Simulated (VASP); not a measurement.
# Li (P6_3/mmc) in VASP: further runs

Runs on Li. Level: PBEsol. Tasks: single point.

Everything below comes from runs of VASP 6.6.1. Logs are shortened: lines on timing, memory, paths and dates and some standing lists are left out, and cuts for length are marked.

### Step 1. The cell of the first run

Symmetry: P6_3/mmc, No. 194, hexagonal system. The conventional cell has a = 3.111 Å, b = 3.111 Å, c = 5.093 Å, α = 90.00°, β = 90.00°, γ = 120.00°. Within 4.1 Å of Li (site symmetry -6m2) lie 12 Li at 3.11 to 3.12 Å.

### Step 2. Single point, PBEsol

The input, INCAR:

```
PREC = Accurate
ENCUT = 520
EDIFF = 1E-6
ISMEAR = -1
SIGMA = 0.05
LREAL = False
LASPH = True
NELM = 80
ALGO = Normal
ISIF = 2
LWAVE = False
LCHARG = False
GGA = PS
NBANDS = 10
```

The input, KPOINTS:

```
regular mesh
0
Gamma
  7 7 4
```

The input, POSCAR:

```
Li
1.0
    3.1110000000      0.0000000000      0.0000000000
   -1.5555000000      2.6942050300      0.0000000000
    0.0000000000      0.0000000000      5.0930000000
Li
2
Direct
    0.3333333333      0.6666666667      0.2500000000
    0.6666666667      0.3333333333      0.7500000000
```

Potentials or basis: VASP PAW PBE potentials, release 64 (Li_sv).

Launch:

```sh
> cat potpaw_PBE.64/Li_sv/POTCAR > POTCAR
> mpirun -np 1 vasp_std > vasp.out
```

OUTCAR:

```text
PREC = Accurate
   ENCUT = 520
   EDIFF = 1E-6
   ISMEAR = -1
   LREAL = False
   LASPH = True
   NELM = 80
   ISIF = 2
   GGA = PS

 ion  position               nearest neighbor table
   1  0.333  0.667  0.250-
   2  0.667  0.333  0.750-

  LATTYP: Found a hexagonal cell.
 ALAT       =     3.1110000000
 C/A-ratio  =     1.6370941819

  Lattice vectors:

 A1 = (   3.1110000000,   0.0000000000,   0.0000000000)
 A2 = (  -1.5555000000,   2.6942050300,   0.0000000000)
 A3 = (   0.0000000000,   0.0000000000,   5.0930000000)

Analysis of symmetry for initial positions (statically):
=====================================================================
 Subroutine PRICEL returns:
 Original cell was already a primitive cell.

 Routine SETGRP: Setting up the symmetry group for a
 hexagonal supercell.

 Subroutine GETGRP returns: Found 24 space group operations
 (whereof 12 operations were pure point group operations)
 out of a pool of 24 trial point group operations.

The static configuration has the point symmetry D_3d.
 The point group associated with its full space group is D_6h.

Analysis of symmetry for dynamics (positions and initial velocities):
=====================================================================
 Subroutine PRICEL returns:
 Original cell was already a primitive cell.

 Routine SETGRP: Setting up the symmetry group for a
 hexagonal supercell.

 Subroutine GETGRP returns: Found 24 space group operations
 (whereof 12 operations were pure point group operations)
 out of a pool of 24 trial point group operations.

The dynamic configuration has the point symmetry D_3d.
 The point group associated with its full space group is D_6h.

 Subroutine INISYM returns: Found 24 space group operations
 (whereof 12 operations are pure point group operations),
 and found     1 'primitive' translations

----------------------------------------------------------------------------------------

                                     Primitive cell

  volume of cell :      42.6879

  direct lattice vectors                    reciprocal lattice vectors
     3.111000000  0.000000000  0.000000000     0.321440051  0.185583500  0.000000000
    -1.555500000  2.694205030  0.000000000     0.000000000  0.371167001  0.000000000
     0.000000000  0.000000000  5.093000000     0.000000000  0.000000000  0.196347929

  length of vectors
     3.111000000  3.110999999  5.093000000     0.371167000  0.371167001  0.196347929

  position of ions in fractional coordinates (direct lattice)
     0.333333333  0.666666667  0.250000000
[... 84 lines left out ...]
   ISYM   =      2    0-nonsym 1-usesym 2-fastsym
   POTIM  = 0.5000    time-step for ionic-motion
   TEBEG  =    0.0;   TEEND  =   0.0 temperature during run
   PSTRESS=    0.0 pullay stress
   NELECT =       6.0000    total number of electrons
   NUPDOWN=      -1.0000    fix difference up-down
   EMIN   =  10.00;   EMAX   =-10.00  energy-range for DOS
   EFERMI =   0.00;   METHOD = LEGACY
   ISMEAR =    -1;   SIGMA  =   0.05  broadening in eV -4-tet -1-fermi 0-gaus
   EFERMI_NEDOS =   21; number of points for ismear=-14 and -15
   IALGO  =     38    algorithm
   IMIX   =      4    mixing-type and parameters
     AMIX     =   0.40;   BMIX     =  1.00
     AMIX_MAG =   1.60;   BMIX_MAG =  1.00
  volume/ion in A,a.u.               =      21.34       144.04
  Fermi-wavevector in a.u.,A,eV,Ry     =   0.851185  1.608506  9.857630  0.724515
  Thomas-Fermi vector in A             =   1.967278
   LORBIT       =      0    0 simple, 1 ext, 2 COOP (PROOUT), +10 PAW based schemes
   GGA     = PS    functional components
   LHFCALC =     F    Hartree Fock is set to
   AEXX    =    0.0000 exact exchange contribution
   IVDW    =     0    specifies the selected vdW correction
   LEPSILON=     F    determine dielectric tensor
   LRPA    =     F    only Hartree local field effects (RPA)
 non-spin polarized calculation
  energy-cutoff  :      520.00
  volume of cell :       42.69
 maximum number of plane-waves:      1182
 NGX is ok and might be reduce to    24
   NGX = 11   NGY = 11   NGZ = 19

 number of electron       5.9999990 magnetization

 Free energy of the ion-electron system (eV)
  ---------------------------------------------------
  ext. energy  EPLUGINS =         0.00000000
  ---------------------------------------------------
  free energy    TOTEN  =        -3.94035110 eV

  energy without entropy =       -3.93435668  energy(sigma->0) =       -3.93735389

 E-fermi :   0.4773     XC(G=0):  -6.8929

 val. band max:        0.4196032526   @ k =   0.1429   0.1429   0.2500
 cond. band min:       0.4777298464   @ k =   0.0000   0.0000   0.0000
 fundamental gap:      0.0581265938
 Fermi energy:         0.4772843712

 k-point     1 :       0.0000    0.0000    0.0000
  band No.  band energies     occupation
      1     -45.5109      2.00000
      2     -45.4957      2.00000
      3      -3.0009      2.00000
      4       0.4777      0.99555
      5       3.2360      0.00000
      6      12.5490      0.00000
      7      12.5490      0.00000
      8      13.8993      0.00000
      9      13.8993      0.00000
     10      14.4254      0.00000
[... 287 lines left out ...]
 k-point    24 :       0.2857    0.2857    0.5000
  band No.  band energies     occupation
      1     -45.4921      2.00000
      2     -45.4921      2.00000
      3       1.7806      0.00000
      4       1.7806      0.00000
      5       4.0227      0.00000
      6       4.0227      0.00000
      7       6.7304      0.00000
      8       6.7304      0.00000
      9      11.6433      0.00000
     10      11.6433      0.00000

------------------------ aborting loop because EDIFF is reached ----------------------------------------

  FORCE on cell =-STRESS in cart. coord.  units (eV):
  Direction    XX          YY          ZZ          XY          YZ          ZX
  --------------------------------------------------------------------------------------
  -------------------------------------------------------------------------------------
  Total       -0.2461664     -0.2461664     -0.0881391      0.0000000      0.0000000      0.0000000
  in kB       -9.2392154     -9.2392154     -3.3080716      0.0000000      0.0000000      0.0000000
  external PRESSURE =      -7.2621675 kB  Pullay stress =       0.0000000 kB

 VOLUME and BASIS-vectors are now :
 -----------------------------------------------------------------------------
  energy-cutoff  :      520.00
  volume of cell :       42.69
      direct lattice vectors                 reciprocal lattice vectors
     3.111000000  0.000000000  0.000000000     0.321440051  0.185583500  0.000000000
    -1.555500000  2.694205030  0.000000000     0.000000000  0.371167001  0.000000000
     0.000000000  0.000000000  5.093000000     0.000000000  0.000000000  0.196347929

 POSITION                                       TOTAL-FORCE (eV/Angst)
 -----------------------------------------------------------------------------------
     -0.00000      1.79614      1.27325         0.000000     -0.000000      0.000000
      1.55550      0.89807      3.81975        -0.000000      0.000000      0.000000
 -----------------------------------------------------------------------------------
    total drift:                               -0.000000      0.000000      0.000000

  FREE ENERGIE OF THE ION-ELECTRON SYSTEM (eV)
  ---------------------------------------------------
  free  energy   TOTEN  =        -3.9403510980 eV

  energy  without entropy=       -3.9343566822  energy(sigma->0) =       -3.93735389
```

stdout:

```text
POSCAR found type information on POSCAR Li
 POSCAR found :  1 types and       2 ions
 scaLAPACK will be used
 -----------------------------------------------------------------------------
|                                                                             |
|                                                                             |
|     You enforced a specific xc type in the INCAR file but a different       |
|     I HOPE YOU KNOW WHAT YOU ARE DOING!                                     |
|                                                                             |
 -----------------------------------------------------------------------------

 LDA part: xc-table for (Slater+PW92), standard interpolation
 POSCAR, INCAR and KPOINTS ok, starting setup
 FFT: planning ... GRIDC
 FFT: planning ... GRID_SOFT
 FFT: planning ... GRID
 WAVECAR not read
 entering main loop
```

It took 10 s on 1 thread of Intel Xeon Platinum 8259CL at 2.50GHz (Skylake/Cascade Lake), shared host; peak memory 0.14 GiB.

Results:

```
Free energy            : -3.9404 eV
Band gap on the k mesh : zero (band 3 reaches 1.78 eV, above the bottom of band 4 at -1.91 eV)
```

Caveat: the cutoff is under 1.25 times the usual one of these potentials, so pressure, stress and relaxed cells hold a basis-set (Pulay) error; the PAW data sets were made with another functional, which shifts forces and pressure a little.

### Step 3. Single point, PBEsol

The input, INCAR:

```
PREC = Accurate
ENCUT = 520
EDIFF = 1E-6
ISMEAR = -1
SIGMA = 0.05
LREAL = F
LASPH = T
NELM = 60
ALGO = Normal
ISIF = 2
LWAVE = F
LCHARG = F
GGA = PS
NBANDS = 10
```

The input, KPOINTS:

```
regular mesh
0
Gamma
  8 8 5
```

POSCAR is that of step 2.

Potentials or basis: VASP PAW PBE potentials, release 64 (Li_sv).

Launch:

```sh
> cat potpaw_PBE.64/Li_sv/POTCAR > POTCAR
> mpirun -np 1 vasp_std > vasp.out
```

Run time: 14 s. Hardware: 1 thread of Intel Xeon Platinum 8259CL at 2.50GHz (Skylake/Cascade Lake), shared host; peak memory 0.15 GiB.

Results (log left out):

```yaml
Free_energy: -3.9260 eV
Band_gap_on_the_k_mesh: zero (band 3 reaches 1.90 eV, above the bottom of band 4 at -1.44 eV)
```

Levels at points of the mesh, in eV from the Fermi level:
```tsv
k point	band 1	band 2	band 3	band 4	band 5	band 6	band 7
(0.00, 0.00, 0.00)	-45.96	-45.95	-3.45	0.03	2.78	12.10	12.10
(0.50, 0.00, 0.00)	-45.95	-45.94	-0.03	1.03	4.57	5.69	6.03
```

Caveat: the cutoff is under 1.25 times the usual one of these potentials, so pressure, stress and relaxed cells hold a basis-set (Pulay) error; the PAW data sets were made with another functional, which shifts forces and pressure a little.

### Step 4. Single point, PBEsol

The input, INCAR:

```
  PREC = Accurate
  ENCUT = 520
  EDIFF = 1E-6
  ISMEAR = -1
  SIGMA = 0.05
  LREAL = False
  LASPH = True
  NELM = 80
  ALGO = Normal
  ISIF = 2
  LWAVE = False
  LCHARG = False
  GGA = PS
  NBANDS = 10
```

The input, KPOINTS:

```
Automatic mesh
0
Gamma
  10 10 6
```

POSCAR is that of step 3.

Launch:

```sh
> cat potpaw_PBE.64/Li_sv/POTCAR > POTCAR
> mpirun -np 1 vasp_std > vasp.out
```

It took 21 s on 1 thread of Intel Xeon Platinum 8259CL at 2.50GHz (Skylake/Cascade Lake), shared host; peak memory 0.16 GiB.

Results (log left out):

```
Free energy            : -3.9355 eV
Band gap on the k mesh : zero (band 3 reaches 2.10 eV, above the bottom of band 4 at -1.91 eV)
```

Levels at points of the mesh, in eV from the Fermi level:
```csv
k point,band 1,band 2,band 3,band 4,band 5,band 6
"(0.00, 0.00, 0.00)",-45.96,-45.94,-3.44,0.04,2.79,12.11
"(0.50, 0.00, 0.00)",-45.94,-45.94,-0.02,1.03,4.58,5.70
"(0.00, 0.00, 0.50)",-45.95,-45.95,-2.35,-2.35,7.71,7.71
"(0.50, 0.00, 0.50)",-45.94,-45.94,0.72,0.72,3.39,3.39
```

Caveat: the cutoff is under 1.25 times the usual one of these potentials, so pressure, stress and relaxed cells hold a basis-set (Pulay) error; the PAW data sets were made with another functional, which shifts forces and pressure a little.

### Step 5. Summary

| k mesh | gap on the mesh (eV) |
| --- | --- |
| 7 × 7 × 4 | none |
| 8 × 8 × 5 | none |
| 10 × 10 × 6 | none |

Alike in all rows: task single point; level PBEsol; potentials or basis VASP PAW PBE potentials, release 64 (Li_sv); no spin polarisation; cell as given; cutoff (eV) 520; smearing fermi-dirac 0.05 eV.

Every run on the cell as given and a fine mesh finds a metal.

Caveats: the cutoff is under 1.25 times the usual one of these potentials, so pressure, stress and relaxed cells hold a basis-set (Pulay) error; the PAW data sets were made with another functional, which shifts forces and pressure a little.

Total energies depend on the potentials used, so only differences within one code and one set of settings carry meaning.
